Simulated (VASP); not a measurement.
Input of a VASP 6.6.1 run:

Contents of INCAR:

```
SYSTEM = Na
  PREC = Accurate
  ENCUT = 520
  EDIFF = 1E-6
  ISMEAR = -1
  SIGMA = 0.03
  LREAL = .FALSE.
  LASPH = .TRUE.
  NELM = 100
  ALGO = Normal
  ISIF = 2
  LWAVE = .FALSE.
  LCHARG = .FALSE.
  GGA = PS
  NBANDS = 10
```

The input KPOINTS:

```
regular mesh
0
G
  11 11 11
  0 0 0
```

The input POSCAR:

```
Na
1.0
   -2.0963250000      2.1175000000      2.1175000000
    2.1175000000     -2.0963250000      2.1175000000
    2.1175000000      2.1175000000     -2.0963250000
Na
1
Direct
    0.0000000000      0.0000000000      0.0000000000
```

Potentials or basis: VASP PAW PBE potentials, release 64 (Na_pv).

Launch:

```console
$ cat potpaw_PBE.64/Na_pv/POTCAR > POTCAR
$ mpirun -np 1 vasp_std > vasp.out
```

(1) Estimate the pressure.

(2) Predict the band gap on the k mesh.

## Answers

(1) -0.4 GPa.

(2) zero (an odd number of electrons rules out a gap without spin polarisation).

Caveat: the cell differs from its parent crystal (equal xy, yz and zx shear strains of +1 %); the PAW data sets were made with another functional, which shifts forces and pressure a little.
